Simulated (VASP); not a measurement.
Set up this calculation in VASP 6.6.1, as the native input.

```yaml
Task: single point
Functional: PBE
Potentials_or_basis: VASP PAW PBE potentials, release 64 (Hf_pv, Sn_d, S)
Cutoff: 520 eV
k_mesh: 6 × 6 × 1
Occupations: gaussian, width 0.1 eV
Spin: no spin polarisation
Dipole_correction: no
Further_INCAR_settings: ALGO = Normal; EDIFF = 1e-06; NBANDS = 58
```

The structure of Hf3SnS8 lies in POSCAR:

```
Hf3SnS8
1.0
    3.6674373628     -0.0000582812      0.0033170998
   -1.8337211157      3.1759714445      0.0212182486
    0.0254616164      0.1932411577     27.7366309963
Hf Sn S
3 1 8
Direct
    0.3382764338      0.6775665924      0.3108943622
    0.6535876755      0.3375460341      0.0646635577
    0.6751278520      0.3242886742      0.5620409292
    0.3329802372      0.6605478894      0.8124107000
    0.6676997213      0.3378085844      0.3627624566
    0.6622336304      0.3205734818      0.8661090480
    0.3163470287      0.6644926904      0.1165278595
    0.3378611379      0.6512150911      0.6139135652
   -0.0091357619      0.0106777284      0.0127878862
    0.0123773911     -0.0026073031      0.5101635109
    0.0089040743      0.0173435794      0.2590216328
    0.0037405797      0.0005469577      0.7587064914
```

These files were run (other wordings do the same):

INCAR

```
SYSTEM = Hf3SnS8
ALGO = Normal
EDIFF = 1E-6
ENCUT = 520
GGA = PE
ISIF = 2
ISMEAR = 0
LASPH = .TRUE.
LCHARG = .FALSE.
LREAL = .FALSE.
LWAVE = .FALSE.
NBANDS = 58
NELM = 100
PREC = Accurate
SIGMA = 0.1
```

KPOINTS

```
k-points
0
G
  6 6 1
  0 0 0
```

Potentials or basis: VASP PAW PBE potentials, release 64 (Hf_pv, Sn_d, S).

The run is started by

```console
$ cat potpaw_PBE.64/Hf_pv/POTCAR potpaw_PBE.64/Sn_d/POTCAR potpaw_PBE.64/S/POTCAR > POTCAR
$ mpirun -np 1 vasp_std > vasp.out
```

It gave:

```json
{
  "Pressure": "-0.4 GPa",
  "Largest force": "0.067 eV/Å",
  "Band gap on the k mesh": "1.23 eV, indirect (least direct gap 1.80 eV)"
}
```

Caveat: spin-orbit coupling is left out, which moves the levels of the heavy elements.

Wall time 9.6 min on 1 thread of Intel(R) Xeon(R) Platinum 8259CL CPU @ 2.50GHz (Skylake/Cascade Lake), on a shared host, peak memory 0.6 GiB.
